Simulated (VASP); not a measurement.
# PPb2 (P4/nmm) in VASP: a series of runs

The runs below take PPb2 through single point, relaxation of cell and atoms, with PBE.

Program: VASP 6.6.1. These are calculated values, not measurements. Logs are shortened: lines on timing, memory, paths and dates and some standing lists are left out, and cuts for length are marked.

## Step 1: The cell of the first run

It takes space group P4/nmm (No. 129, tetragonal). The conventional cell has a = 4.543 Å, b = 4.543 Å, c = 6.932 Å, α = 90.00°, β = 90.00°, γ = 90.00°. Within 4.0 Å of P (site symmetry 4mm) lie 10 Pb at 2.98 to 3.95 Å. Pb (site symmetry -4m2) has 8 Pb at 2.94 to 3.21 Å and 4 P at 3.08 Å within 3.9 Å. Within 4.0 Å of Pb (site symmetry 4mm) lie 4 Pb at 2.94 Å and 6 P at 2.98 to 3.95 Å.

The cell was generated, and may not be a known phase.

## Step 2: Single point, PBE

Contents of INCAR:

```
SYSTEM = PPb2
  PREC = Accurate
  ENCUT = 520
  EDIFF = 1E-6
  ISMEAR = 0
  SIGMA = 0.1
  LREAL = .False.
  LASPH = .True.
  NELM = 100
  ALGO = Normal
  ISIF = 2
  LWAVE = .False.
  LCHARG = .False.
  GGA = PE
  NBANDS = 42
```

Contents of KPOINTS:

```
regular mesh
0
Gamma
  4 4 4
  0 0 0
```

Contents of POSCAR:

```
PPb2
1.0
    4.5429949100      0.0000000000      0.0000000000
    0.0000000000      4.5429949100      0.0000000000
    0.0000000000      0.0000000000      6.9317088300
P Pb
2 4
Direct
    0.0000000000      0.5000000000      0.6999999900
    0.5000000000      0.0000000000      0.3000000100
    0.0000000000      0.0000000000      0.0000000000
    0.5000000000      0.5000000000      0.0000000000
    0.0000000000      0.5000000000      0.2700000100
    0.5000000000      0.0000000000      0.7299999900
```

Potentials or basis: VASP PAW PBE potentials, release 64 (P, Pb_d).

On the command line:

```console
> cat potpaw_PBE.64/P/POTCAR potpaw_PBE.64/Pb_d/POTCAR > POTCAR
> mpirun -np 1 vasp_std > vasp.out
```

OUTCAR:

```text
SYSTEM = PPb2
   PREC = Accurate
   ENCUT = 520
   EDIFF = 1E-6
   ISMEAR = 0
   LREAL = .False.
   LASPH = .True.
   NELM = 100
   ISIF = 2
   GGA = PE

 ion  position               nearest neighbor table
   1  0.000  0.500  0.700-   5 2.98   4 3.08   3 3.08   3 3.08   4 3.08   6 3.22   6 3.22   6 3.22
                             6 3.22
   2  0.500  0.000  0.300-   6 2.98   4 3.08   3 3.08   4 3.08   3 3.08   5 3.22   5 3.22   5 3.22
                             5 3.22
   3  0.000  0.000  0.000-   5 2.94   6 2.94   5 2.94   6 2.94   1 3.08   1 3.08   2 3.08   2 3.08
                             4 3.21   4 3.21   4 3.21   4 3.21
   4  0.500  0.500  0.000-   5 2.94   6 2.94   6 2.94   5 2.94   2 3.08   1 3.08   1 3.08   2 3.08
                             3 3.21   3 3.21   3 3.21   3 3.21
   5  0.000  0.500  0.270-   3 2.94   4 2.94   3 2.94   4 2.94   1 2.98   2 3.22   2 3.22   2 3.22
                             2 3.22
   6  0.500  0.000  0.730-   3 2.94   4 2.94   4 2.94   3 2.94   2 2.98   1 3.22   1 3.22   1 3.22
                             1 3.22

  LATTYP: Found a simple tetragonal cell.
 ALAT       =     4.5429949100
 C/A-ratio  =     1.5258015840

  Lattice vectors:

 A1 = (   4.5429949100,   0.0000000000,   0.0000000000)
 A2 = (   0.0000000000,   4.5429949100,   0.0000000000)
 A3 = (   0.0000000000,   0.0000000000,   6.9317088300)

Analysis of symmetry for initial positions (statically):
=====================================================================
 Subroutine PRICEL returns:
 Original cell was already a primitive cell.

 Routine SETGRP: Setting up the symmetry group for a
 simple tetragonal supercell.

 Subroutine GETGRP returns: Found 16 space group operations
 (whereof  8 operations were pure point group operations)
 out of a pool of 16 trial point group operations.

The static configuration has the point symmetry D_2d.
 The point group associated with its full space group is D_4h.

Analysis of symmetry for dynamics (positions and initial velocities):
=====================================================================
 Subroutine PRICEL returns:
 Original cell was already a primitive cell.

 Routine SETGRP: Setting up the symmetry group for a
 simple tetragonal supercell.

 Subroutine GETGRP returns: Found 16 space group operations
 (whereof  8 operations were pure point group operations)
 out of a pool of 16 trial point group operations.

The dynamic configuration has the point symmetry D_2d.
 The point group associated with its full space group is D_4h.

 Subroutine INISYM returns: Found 16 space group operations
 (whereof  8 operations are pure point group operations),
 and found     1 'primitive' translations

----------------------------------------------------------------------------------------

                                     Primitive cell

  volume of cell :     143.0622

  direct lattice vectors                    reciprocal lattice vectors
     4.542994910  0.000000000  0.000000000     0.220119111  0.000000000  0.000000000
     0.000000000  4.542994910  0.000000000     0.000000000  0.220119111  0.000000000
     0.000000000  0.000000000  6.931708830     0.000000000  0.000000000  0.144264571

  length of vectors
     4.542994910  4.542994910  6.931708830     0.220119111  0.220119111  0.144264571

  position of ions in fractional coordinates (direct lattice)
     0.000000000  0.500000000  0.699999990
     0.500000000  0.000000000  0.300000010
     0.000000000  0.000000000  0.000000000
     0.500000000  0.500000000  0.000000000
     0.000000000  0.500000000  0.270000010
     0.500000000  0.000000000  0.729999990

  ion indices of the primitive-cell ions
   primitive index   ion index
                 1           1
                 2           2
                 3           3
                 4           4
                 5           5
                 6           6

----------------------------------------------------------------------------------------

 KPOINTS: regular mesh

Automatic generation of k-mesh.
 Grid dimensions read from file:
 generate k-points for:    4    4    4

 Generating k-lattice:

  Cartesian coordinates                     Fractional coordinates (reciprocal lattice)
     0.055029778  0.000000000  0.000000000     0.250000000  0.000000000  0.000000000
     0.000000000  0.055029778  0.000000000     0.000000000  0.250000000  0.000000000
     0.000000000  0.000000000  0.036066143     0.000000000  0.000000000  0.250000000

  Length of vectors
     0.055029778  0.055029778  0.036066143

  Shift w.r.t. Gamma in fractional coordinates (k-lattice)
     0.000000000  0.000000000  0.000000000

 Subroutine IBZKPT returns following result:
 ===========================================

 Found     18 irreducible k-points:

 Following reciprocal coordinates:
            Coordinates               Weight
  0.000000  0.000000  0.000000      1.000000
  0.250000  0.000000  0.000000      4.000000
  0.500000  0.000000  0.000000      2.000000
  0.250000  0.250000  0.000000      4.000000
  0.500000  0.250000  0.000000      4.000000
  0.500000  0.500000  0.000000      1.000000
[... 10 lines left out ...]
  0.500000  0.250000  0.500000      4.000000
  0.500000  0.500000  0.500000      1.000000
   k-points           NKPTS =     18   k-points in BZ     NKDIM =     18   number of bands    NBANDS=     42
   number of dos      NEDOS =    301   number of ions     NIONS =      6
   total plane-waves  NPLWV =  69984
   dimension x,y,z NGX =    36 NGY =   36 NGZ =   54
   dimension x,y,z NGXF=    72 NGYF=   72 NGZF=  108
   ions per type =               2   4
   NGX,Y,Z   is equivalent  to a cutoff of  13.17, 13.17, 12.95 a.u.
   NGXF,Y,Z  is equivalent  to a cutoff of  26.35, 26.35, 25.90 a.u.
 SYSTEM =  PPb2
   PREC   = accura    normal or accurate (medium, high low for compatibility)
   ISTART =      0    job   : 0-new  1-cont  2-samecut
   ICHARG =      2    charge: 1-file 2-atom 10-const
   ISPIN  =      1    spin polarized calculation?
   LNONCOLLINEAR =      F non collinear calculations
   LSORBIT =      F    spin-orbit coupling
   LASPH  =      T    aspherical Exc in radial PAW
   ENCUT  =  520.0 eV  38.22 Ry    6.18 a.u.   8.45  8.45 12.89*2*pi/ulx,y,z
   NELM   =    100;   NELMIN=  2; NELMDL= -5     # of ELM steps
   EDIFF  = 0.1E-05   stopping-criterion for ELM
   LREAL  =      F    real-space projection
   EDIFFG = 0.1E-04   stopping-criterion for IOM
   NSW    =      0    number of steps for IOM
   IBRION =     -1    ionic relax: 0-MD 1-quasi-New 2-CG
   NFREE  =      0    steps in history (QN), initial steepest desc. (CG)
   ISIF   =      2    stress and relaxation
   ISYM   =      2    0-nonsym 1-usesym 2-fastsym
   POTIM  = 0.5000    time-step for ionic-motion
   TEBEG  =    0.0;   TEEND  =   0.0 temperature during run
   PSTRESS=    0.0 pullay stress
   NELECT =      66.0000    total number of electrons
   NUPDOWN=      -1.0000    fix difference up-down
   EMIN   =  10.00;   EMAX   =-10.00  energy-range for DOS
   EFERMI =   0.00;   METHOD = LEGACY
   ISMEAR =     0;   SIGMA  =   0.10  broadening in eV -4-tet -1-fermi 0-gaus
   EFERMI_NEDOS =   21; number of points for ismear=-14 and -15
   IALGO  =     38    algorithm
   IMIX   =      4    mixing-type and parameters
     AMIX     =   0.40;   BMIX     =  1.00
     AMIX_MAG =   1.60;   BMIX_MAG =  1.00
  volume/ion in A,a.u.               =      23.84       160.91
  Fermi-wavevector in a.u.,A,eV,Ry     =   1.264973  2.390452 21.771448  1.600156
  Thomas-Fermi vector in A             =   2.398250
   LORBIT       =      0    0 simple, 1 ext, 2 COOP (PROOUT), +10 PAW based schemes
   GGA     = PE    functional components
   LHFCALC =     F    Hartree Fock is set to
   AEXX    =    0.0000 exact exchange contribution
   IVDW    =     0    specifies the selected vdW correction
   LEPSILON=     F    determine dielectric tensor
   LRPA    =     F    only Hartree local field effects (RPA)
 non-spin polarized calculation
 Gauss-broadening in eV      SIGMA  =   0.10
  energy-cutoff  :      520.00
  volume of cell :      143.06
 maximum number of plane-waves:      3877
 NGX is ok and might be reduce to    36
   NGX = 17   NGY = 17   NGZ = 25

 number of electron      66.0000007 magnetization

 Free energy of the ion-electron system (eV)
  ---------------------------------------------------
  ext. energy  EPLUGINS =         0.00000000
  ---------------------------------------------------
  free energy    TOTEN  =       -20.44700255 eV

  energy without entropy =      -20.41742372  energy(sigma->0) =      -20.43221314

 E-fermi :   8.2686     XC(G=0): -10.5668

 val. band max:        8.2675683310   @ k =   0.5000   0.0000   0.0000
 cond. band min:       8.2934359376   @ k =   0.5000   0.2500   0.5000
 fundamental gap:      0.0258676066
 Fermi energy:         8.2686180963

 k-point     1 :       0.0000    0.0000    0.0000
  band No.  band energies     occupation
      1      -9.8205      2.00000
      2      -9.7527      2.00000
      3      -9.7238      2.00000
      4      -9.7238      2.00000
      5      -9.6027      2.00000
      6      -9.4627      2.00000
[... 34 lines left out ...]
     41      12.6714      0.00000
     42      12.6714      0.00000

 k-point     2 :       0.2500    0.0000    0.0000
  band No.  band energies     occupation
      1      -9.7367      2.00000
      2      -9.6917      2.00000
      3      -9.6707      2.00000
      4      -9.6625      2.00000
      5      -9.5256      2.00000
      6      -9.5161      2.00000
[... 34 lines left out ...]
     41      12.6240      0.00000
     42      13.0896      0.00000

 k-point     3 :       0.5000    0.0000    0.0000
  band No.  band energies     occupation
      1      -9.6244      2.00000
      2      -9.6244      2.00000
      3      -9.5534      2.00000
      4      -9.5534      2.00000
      5      -9.5045      2.00000
      6      -9.5045      2.00000
[... 34 lines left out ...]
     41      12.2251      0.00000
     42      12.2251      0.00000

 k-point     4 :       0.2500    0.2500    0.0000
  band No.  band energies     occupation
      1      -9.7217      2.00000
      2      -9.6607      2.00000
      3      -9.6462      2.00000
      4      -9.6146      2.00000
      5      -9.5096      2.00000
      6      -9.4810      2.00000
[... 574 lines left out ...]
     41      13.0785      0.00000
     42      13.7105      0.00000

 k-point    17 :       0.5000    0.2500    0.5000
  band No.  band energies     occupation
      1      -9.6292      2.00000
      2      -9.6292      2.00000
      3      -9.5585      2.00000
      4      -9.5585      2.00000
      5      -9.5453      2.00000
      6      -9.5453      2.00000
[... 34 lines left out ...]
     41      13.6866      0.00000
     42      13.6866      0.00000

 k-point    18 :       0.5000    0.5000    0.5000
  band No.  band energies     occupation
      1      -9.6342      2.00000
      2      -9.6342      2.00000
      3      -9.5916      2.00000
      4      -9.5916      2.00000
      5      -9.5604      2.00000
      6      -9.5604      2.00000
[... 34 lines left out ...]
     41      14.6012      0.00000
     42      14.6777      0.00000

------------------------ aborting loop because EDIFF is reached ----------------------------------------

  FORCE on cell =-STRESS in cart. coord.  units (eV):
  Direction    XX          YY          ZZ          XY          YZ          ZX
  --------------------------------------------------------------------------------------
  -------------------------------------------------------------------------------------
  Total       15.5465916     15.5465916     12.3293382      0.0000000      0.0000000      0.0000000
  in kB      174.1088954    174.1088954    138.0783327      0.0000000      0.0000000      0.0000000
  external PRESSURE =     162.0987078 kB  Pullay stress =       0.0000000 kB

 VOLUME and BASIS-vectors are now :
 -----------------------------------------------------------------------------
  energy-cutoff  :      520.00
  volume of cell :      143.06
      direct lattice vectors                 reciprocal lattice vectors
     4.542994910  0.000000000  0.000000000     0.220119111  0.000000000  0.000000000
     0.000000000  4.542994910  0.000000000     0.000000000  0.220119111  0.000000000
     0.000000000  0.000000000  6.931708830     0.000000000  0.000000000  0.144264571

 POSITION                                       TOTAL-FORCE (eV/Angst)
 -----------------------------------------------------------------------------------
      0.00000      2.27150      4.85220         0.000000     -0.000000     -0.452336
      2.27150      0.00000      2.07951         0.000000     -0.000000      0.452336
      0.00000      0.00000      0.00000         0.000000     -0.000000      0.000000
      2.27150      2.27150      0.00000         0.000000      0.000000      0.000000
      0.00000      2.27150      1.87156         0.000000     -0.000000      4.125735
      2.27150      0.00000      5.06015         0.000000     -0.000000     -4.125735
 -----------------------------------------------------------------------------------
    total drift:                                0.000000      0.000000      0.000000

  FREE ENERGIE OF THE ION-ELECTRON SYSTEM (eV)
  ---------------------------------------------------
  free  energy   TOTEN  =       -20.4470025537 eV

  energy  without entropy=      -20.4174237204  energy(sigma->0) =      -20.43221314
```

Run time: 94 s. Hardware: 1 thread of Intel Xeon Platinum 8488C (Sapphire Rapids), shared host; peak memory 0.28 GiB.

What came out:

* Free energy: -20.4470 eV
* Pressure: 16.2 GPa
* Largest force: 4.126 eV/Å
* Band gap on the k mesh: zero (bands 33 and 34 overlap by 3.17 eV)

Forces on the atoms (eV/Å):
```
P    0.000  0.000 -0.452
P    0.000  0.000  0.452
Pb   0.000  0.000  0.000
Pb   0.000  0.000  0.000
Pb   0.000  0.000  4.126
Pb   0.000  0.000 -4.126
```

Levels at points of the mesh, in eV from the Fermi level:
| k point | band 28 | band 29 | band 30 | band 31 | band 32 | band 33 | band 34 | band 35 | band 36 | band 37 |
| --- | --- | --- | --- | --- | --- | --- | --- | --- | --- | --- |
| (0.00, 0.00, 0.00) | -4.71 | -1.89 | -1.89 | -1.80 | -0.07 | 0.12 | 0.12 | 0.32 | 0.84 | 1.63 |
| (0.50, 0.00, 0.00) | -2.84 | -2.55 | -2.55 | -1.03 | -1.03 | -0.06 | -0.06 | 0.00 | 0.00 | 2.65 |
| (0.50, 0.50, 0.00) | -4.91 | -4.72 | -4.72 | -2.50 | -2.50 | 2.05 | 2.05 | 2.81 | 2.81 | 4.45 |
| (0.00, 0.00, 0.50) | -4.43 | -4.09 | -2.70 | -2.70 | -0.63 | 0.58 | 0.71 | 0.71 | 1.84 | 1.84 |
| (0.50, 0.00, 0.50) | -2.75 | -2.25 | -2.25 | -1.52 | -1.52 | -0.82 | -0.82 | -0.81 | -0.81 | 2.29 |
| (0.50, 0.50, 0.50) | -5.33 | -2.57 | -2.57 | -1.52 | -1.52 | -1.12 | -1.12 | 2.04 | 2.04 | 4.64 |

Caveat: the cell stands under pressure; spin-orbit coupling is left out, which moves the levels of the heavy elements; forces of over 1 eV/Å act on the atoms, so gaps and moduli don't describe the material at rest.

## Step 3: Single point, PBE

This run uses another cell than the first one, of 27.56 Å³/atom.

Contents of INCAR:

```
SYSTEM = PPb2
ALGO = Normal ; EDIFF = 1E-6
ENCUT = 520 ; GGA = PE
ISIF = 2 ; ISMEAR = 0
LASPH = .TRUE. ; LCHARG = .FALSE.
LREAL = .FALSE. ; LWAVE = .FALSE.
NBANDS = 42 ; NELM = 80
PREC = Accurate ; SIGMA = 0.1
```

Contents of KPOINTS:

```
k-points
0
G
  4 4 4
  0 0 0
```

Contents of POSCAR:

```
PPb2
1.0
    4.5140629462      0.0000000000      0.0000000000
    0.0000000000      4.5140629462      0.0000000000
    0.0000000000      0.0000000000      8.1157757817
P Pb
2 4
Direct
    0.0000000000      0.5000000000      0.7175488688
    0.5000000000      0.0000000000      0.2824511312
    0.0000000000      0.0000000000      0.0000000000
    0.5000000000      0.5000000000      0.0000000000
    0.0000000000      0.5000000000      0.3624900740
    0.5000000000      0.0000000000      0.6375099260
```

Potentials or basis: VASP PAW PBE potentials, release 64 (P, Pb_d).

On the command line:

```console
> cat potpaw_PBE.64/P/POTCAR potpaw_PBE.64/Pb_d/POTCAR > POTCAR
> mpirun -np 1 vasp_std > vasp.out
```

It took 1.9 min on 1 thread of Intel Xeon Platinum 8488C (Sapphire Rapids), shared host; peak memory 0.3 GiB.

Results (log left out):

| Quantity | Value |
| --- | --- |
| Free energy | -23.9485 eV |
| Pressure | 0.0 GPa |
| Largest force | 0.008 eV/Å |
| Band gap on the k mesh | zero (bands 33 and 34 overlap by 2.17 eV) |

Forces in eV/Å, atoms in the order of the input:
```
P    0.000  0.000  0.008
P    0.000  0.000 -0.008
Pb   0.000  0.000  0.000
Pb   0.000  0.000  0.000
Pb   0.000  0.000  0.001
Pb   0.000  0.000 -0.001
```

Stress tensor (GPa, compression positive):
```
-0.06  0.00  0.00
 0.00 -0.06  0.00
 0.00  0.00  0.05
```

Levels at points of the mesh, in eV from the Fermi level:
```
           k point  band 31  band 32  band 33  band 34  band 35  band 36
(0.00, 0.00, 0.00)    -1.44    -1.33    -0.44    -0.44    -0.04     1.65
(0.50, 0.00, 0.00)    -1.11    -1.11    -0.02    -0.02     1.17     1.17
(0.50, 0.50, 0.00)    -3.46    -3.46     0.55     0.55     2.43     2.43
(0.00, 0.00, 0.50)    -2.39    -0.87     0.41     0.41     1.47     1.75
(0.50, 0.00, 0.50)    -0.70    -0.70     0.28     0.28     0.43     0.43
(0.50, 0.50, 0.50)    -1.92    -1.92    -1.62    -1.62     0.68     0.68
```

Caveat: spin-orbit coupling is left out, which moves the levels of the heavy elements.

[end of part 1 of 2]

The gap in the log of VASP goes by the Fermi energy; the results here count the filled bands.